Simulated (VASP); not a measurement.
Runs of VASP 6.6.1 on Pt. The structure is that of space group Pm-3m (No. 221), or close to it. The cells are those of the table. 

```tsv
level	spin	cell	k mesh	cutoff (eV)	smearing	grid for exact exchange (PRECFOCK)	gap on the mesh (eV)	pressure (GPa)	moment (μB)
r2SCAN	collinear, ferromagnetic start	a = 2.671 Å, 1 atom	20 × 20 × 20	520	fermi-dirac 0.05 eV	-	none	-12.4	0.00
r2SCAN0	off	a = 2.604 Å, 1 atom	6 × 6 × 6	520	fermi-dirac 0.1 eV	Normal	none	(b)	-
r2SCAN	off	a = 2.604 Å, 1 atom	6 × 6 × 6	550	fermi-dirac 0.1 eV	-	none	(a)	-
r2SCAN	collinear, ferromagnetic start	a = 2.704 Å, 1 atom	20 × 20 × 20	520	fermi-dirac 0.05 eV	-	none	-16.8	0.00
r2SCAN	collinear, ferromagnetic start	a = 2.603 Å, 1 atom	12 × 12 × 12	520	fermi-dirac 0.05 eV	-	none	0.5	0.00
r2SCAN	collinear, ferromagnetic start	a = 2.638 Å, 1 atom	20 × 20 × 20	520	fermi-dirac 0.05 eV	-	none	-6.8	0.00
```

Alike in all rows: task single point; potentials or basis VASP PAW PBE potentials, release 64 (Pt).

Task: Estimate the missing entries.

Result: (a) 1.6; (b) -0.1.

Caveats: some runs use coarse meshes; the PAW data sets were made with another functional, which shifts forces and pressure a little; spin-orbit coupling is left out, which moves the levels of the heavy elements.

A k mesh can miss the band edges, and the runs leave out spin-orbit coupling on Pt.

A gap of «none» marks levels without a gap at the run's occupations.
